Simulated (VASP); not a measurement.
Wanted: the native input for a VASP 6.6.1 run.

- Task: single point
- Functional: LDA
- Potentials or basis: VASP PAW LDA potentials, release 64 (Sr_sv, O)
- Cutoff: 520 eV
- k mesh: 9 × 9 × 8
- Occupations: gaussian, width 0.05 eV
- Spin: no spin polarisation
- Dipole correction: no
- Further INCAR settings: ALGO = Normal; EDIFF = 1e-06; NBANDS = 24

The structure of SrO lies in POSCAR:

```
SrO
1.0
    0.0000000000     -2.4898975135     -2.4898975134
   -2.4898975135      0.0000000000     -2.4898975134
    2.4898975135      2.4898975135     -4.9797950270
Sr O
2 2
Direct
   -0.0024517324     -0.0024517324     -0.0024517324
    0.4975482676      0.4975482676      0.4975482676
    0.7634271390      0.7634271390      0.7634271390
    0.2634271390      0.2634271390      0.2634271390
```

These files were run (other wordings do the same):

INCAR

```
SYSTEM = SrO
PREC = Accurate ; ENCUT = 520
EDIFF = 1E-6 ; ISMEAR = 0
SIGMA = 0.05 ; LREAL = .FALSE.
LASPH = .TRUE. ; NELM = 100
ALGO = Normal ; ISIF = 2
LWAVE = .FALSE. ; LCHARG = .FALSE.
GGA = CA ; NBANDS = 24
```

KPOINTS

```
Automatic mesh
0
G
  9 9 8
  0 0 0
```

Potentials or basis: VASP PAW LDA potentials, release 64 (Sr_sv, O).

The run is started by

```bash
$ cat potpaw_LDA.64/Sr_sv/POTCAR potpaw_LDA.64/O/POTCAR > POTCAR
$ mpirun -np 1 vasp_std > vasp.out
```

It gave:

| Property | Result |
| --- | --- |
| Pressure | 7.9 GPa |
| Largest force | 0.620 eV/Å |
| Band gap on the k mesh | 3.09 eV |

It took 110 s on 1 thread of Intel(R) Xeon(R) 6975P-C (Granite Rapids) (shared host), peak memory 0.33 GiB.
